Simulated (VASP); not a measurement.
Crystal: LiH.

```xyz
2
Lattice="0.0000 1.8862 1.9985 1.8862 0.0000 1.9985 1.8862 1.8862 0.0000" Properties=species:S:1:pos:R:3 pbc="T T T"
Li    0.0000    0.0000    0.0000
H     1.8862    1.8862    1.9985
```

This cell differs from its parent crystal: biaxial xy strain -5.6%.

Base run:

| Property | Result |
| --- | --- |
| Program | VASP 6.6.1 |
| Functional | r2SCAN |
| Potentials or basis | VASP PAW PBE potentials, release 64 (Li_sv, H) |
| Cutoff | 520 eV |
| k mesh | 10 × 10 × 10 |
| Occupations | gaussian, width 0.01 eV |
| Spin | no spin polarisation |

Its results: band gap on the k mesh 2.78 eV, indirect (least direct gap 3.25 eV).

Q: The run is repeated on the same cell with these changes: functional from r2SCAN to PBE; occupations from gaussian, width 0.01 eV to fermi-dirac, width 0.02 eV. What comes out?

A: Band gap on the k mesh 2.17 eV, indirect (least direct gap 2.65 eV).

A k mesh can miss the band edges.
